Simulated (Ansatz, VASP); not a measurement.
# One calculation of ZnSe, two programs

File INCAR:

```
  PREC = Accurate
  ENCUT = 520
  EDIFF = 1E-6
  ISMEAR = 0
  SIGMA = 0.05
  LREAL = False
  LASPH = True
  NELM = 100
  ALGO = Normal
  ISIF = 2
  LWAVE = False
  LCHARG = True
  GGA = PS
  LELF = True
  LVHAR = True
  NBANDS = 16
```

KPOINTS

```
regular mesh
0
Gamma
  12 12 12
```

POSCAR

```
ZnSe
1.0
    0.0000000000      2.7155851200      2.7155851200
    2.7155851200      0.0000000000      2.7155851200
    2.7155851200      2.7155851200      0.0000000000
Se Zn
1 1
Direct
    0.0000000000      0.0000000000      0.0000000000
    0.5000000000      0.5000000000      0.5000000000
```

Input for Ansatz:

```yaml
crystal:
  lattice:
    - [0.0, 2.71558512, 2.71558512]
    - [2.71558512, 0.0, 2.71558512]
    - [2.71558512, 2.71558512, 0.0]
  atoms:
    - { symbol: Se, position: [0.0, 0.0, 0.0] }
    - { symbol: Zn, position: [0.5, 0.5, 0.5] }
basis:
  ecutwfc: 420
  ecutrho_ratio: 4
kpoints:
  mp_grid: { grid: [12, 12, 12] }
hamiltonian:
  xc: pbesol
scf:
  occupations: { method: gaussian, width: 0.05 }
output:
  forces: true
  stress: true
  eigenvalues: true
```

Alike in both runs: task single point; functional PBEsol; k mesh 12 × 12 × 12; occupations gaussian, width 0.05 eV; no spin polarisation.

|  | VASP | Ansatz |
| --- | --- | --- |
| version | VASP 6.6.1 | Ansatz 0.2.0 |
| potentials or method | VASP PAW PBE potentials, release 64 (Se, Zn), cutoff 520 eV | scalar-relativistic, plane waves, PAW |
| valence electrons in the cell | 18 | 28 |

```csv
,VASP,Ansatz,Ansatz less VASP
gap on the k mesh at the Fermi level (eV),none,none,-
pressure (GPa),-5.8,-6.0,-0.24
```

VASP's potentials were made for PBE, not for PBEsol. A gap of «none» marks a metal or a gap that the smearing closes. VASP's potentials hold 18 valence electrons a cell and Ansatz's 28, so a difference there can come from the potentials and not from the codes.
